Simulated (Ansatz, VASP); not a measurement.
## Cs2B in VASP and in Ansatz

```
Cs B
1.0
     4.66328    0.00000    0.00000
    -2.33164    4.03852    0.00000
     0.00000    0.00000   18.10110
Cs B
4 2
Direct
  0.33333 0.66667 0.63504
  0.66667 0.33333 0.13504
  0.33333 0.66667 0.86496
  0.66667 0.33333 0.36496
  0.33333 0.66667 0.25000
  0.66667 0.33333 0.75000
```

Alike in both runs: functional PBE; k mesh 6 × 6 × 2; occupations gaussian, width 0.1 eV; no spin polarisation.

Ansatz relaxed the structure, and its values are those at the end. VASP's run is a single point on that final structure, the one shown.

|  | VASP | Ansatz |
| --- | --- | --- |
| version | VASP 6.6.1 | Ansatz 0.2.0 |
| potentials or method | VASP PAW PBE potentials, release 64 (Cs_sv, B), cutoff 520 eV | scalar-relativistic, plane waves, PAW |
| valence electrons in the cell | 42 | 42 |

```tsv
	VASP	Ansatz	Ansatz less VASP
gap on the k mesh at the Fermi level (eV)	none	none	-
pressure (GPa)	0.1	0.1	-0.02
rms of the force components (eV/Å)	0.000	0.003	+0.0028
```

A gap of «none» marks a metal or a gap that the smearing closes.

Spin-orbit coupling is off throughout.
